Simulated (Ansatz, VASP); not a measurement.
**One calculation of BP, two programs**

The input INCAR:

```
SYSTEM = BP
ALGO = Normal
EDIFF = 1E-7
ENCUT = 520
GGA = PE
ISIF = 2
ISMEAR = -1
LASPH = .TRUE.
LCHARG = .FALSE.
LREAL = .FALSE.
LWAVE = .FALSE.
NBANDS = 11
NELM = 60
PREC = Accurate
SIGMA = 0.05
```

The input KPOINTS:

```
k-points
0
G
  15 15 15
  0 0 0
```

Contents of POSCAR:

```
BP
1.0
    0.0000000000      2.2765382614      2.2765382614
    2.2765382614      0.0000000000      2.2765382614
    2.2765382614      2.2765382614      0.0000000000
B P
1 1
Direct
    0.0000000000      0.0000000000      0.0000000000
    0.7500000000      0.7500000000      0.7500000000
```

Input for Ansatz:

```yaml
crystal:
  lattice:
    - [0.0, 2.2765382614, 2.2765382614]
    - [2.2765382614, 0.0, 2.2765382614]
    - [2.2765382614, 2.2765382614, 0.0]
  atoms:
    - { symbol: B, position: [0.0, 0.0, 0.0] }
    - { symbol: P, position: [0.75, 0.75, 0.75] }
kpoints:
  mp_grid: { grid: [15, 15, 15] }
  band_path:
    path:
      - [0.0, 0.0, 0.0]
      - [-0.5, -0.5, 0.0]
      - [-0.375, -0.375, 0.25]
      - [-0.375, 0.0, 0.375]
      - [0.0, 0.0, 0.0]
      - [0.0, 0.0, 0.5]
      - [-0.5, -0.25, 0.25]
      - [-0.5, -0.5, 0.0]
    npoints: 5
scf:
  occupations: { method: fermi_dirac, width: 0.05 }
hamiltonian:
  xc: pbe
  pseudopotentials: { kind: all_electron, lapw: { basis_error: 0.001 } }
output:
  forces: true
  stress: true
  eigenvalues: true
```

Change from the starting cell: volume scaled by 1.01.

Alike in both runs: task single point; functional PBE; k mesh 15 × 15 × 15; occupations fermi-dirac, width 0.05 eV; no spin polarisation.

|  | VASP | Ansatz |
| --- | --- | --- |
| version | VASP 6.6.1 | Ansatz 0.2.0 |
| potentials or method | VASP PAW PBE potentials, release 64 (B, P), cutoff 520 eV | all-electron LAPW, scalar-relativistic |

|  | VASP | Ansatz | Ansatz less VASP |
| --- | --- | --- | --- |
| pressure (GPa) | -0.7 | -0.5 | +0.19 |

Ansatz ran all-electron here, and VASP with PAW potentials.
